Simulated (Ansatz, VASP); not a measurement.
## Two plane-wave programs on BN

```
B N
1.0
     2.50872    0.00000    0.00000
    -1.25436    2.17262    0.00000
     0.00000    0.00000   20.00000
B N
1 1
Direct
  0.66667 0.33333 0.50000
  0.33333 0.66667 0.50000
```

Alike in both runs: task relaxation of the atoms; functional PBE; dispersion D3(BJ); k mesh 12 × 12 × 1; occupations gaussian, width 0.05 eV; no spin polarisation.

|  | VASP | Ansatz |
| --- | --- | --- |
| version | VASP 6.6.1 | Ansatz 0.2.0 |
| potentials or method | VASP PAW PBE potentials, release 64 (B, N), cutoff 520 eV | scalar-relativistic, plane waves, PAW |
| valence electrons in the cell | 8 | 8 |

```csv
,VASP,Ansatz,Ansatz less VASP
"gap on the k mesh at the Fermi level, each at its own relaxed structure (eV)",4.67,4.68,+0.003
```

Noted on VASP's run: the relaxation stopped at its first step, so nothing moved.
